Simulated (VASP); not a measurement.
TiC: single point with PBEsol

TiC:

```xyz
2
Lattice="0.0000 2.1640 2.1640 2.1640 0.0000 2.1640 2.1640 2.1640 0.0000" Properties=species:S:1:pos:R:3 pbc="T T T"
Ti    0.0000    0.0000    0.0000
C     2.1640    2.1640    2.1640
```

```yaml
Program: VASP 6.6.1
Task: single point
Functional: PBEsol
Potentials_or_basis: VASP PAW PBE potentials, release 64 (Ti_sv, C)
Cutoff: 520 eV
k_mesh: 14 × 14 × 14
Occupations: fermi-dirac, width 0.03 eV
Spin: no spin polarisation
```

| Item | Value |
| --- | --- |
| Pressure | -5.9 GPa |
| Band gap on the k mesh | zero (band 8 reaches 9.99 eV, above the bottom of band 9 at 8.92 eV) |

Levels at points of the mesh, in eV from the Fermi level:
```tsv
k point	band 5	band 6	band 7	band 8	band 9	band 10	band 11	band 12
(0.00, 0.00, 0.00)	-12.37	0.67	0.67	0.67	1.71	1.71	1.71	1.74
(0.50, 0.00, 0.00)	-8.84	-5.88	-2.90	-2.90	2.94	2.94	4.13	8.18
(0.50, 0.50, 0.00)	-10.06	-3.44	-1.67	-0.01	-0.01	2.75	3.54	3.54
```

Run time: 16 s on 1 thread of Intel(R) Xeon(R) Platinum 8375C CPU @ 2.90GHz (Ice Lake), with other jobs on the host, peak memory 0.16 GiB.

Caveat: the PAW data sets were made with another functional, which shifts forces and pressure a little.
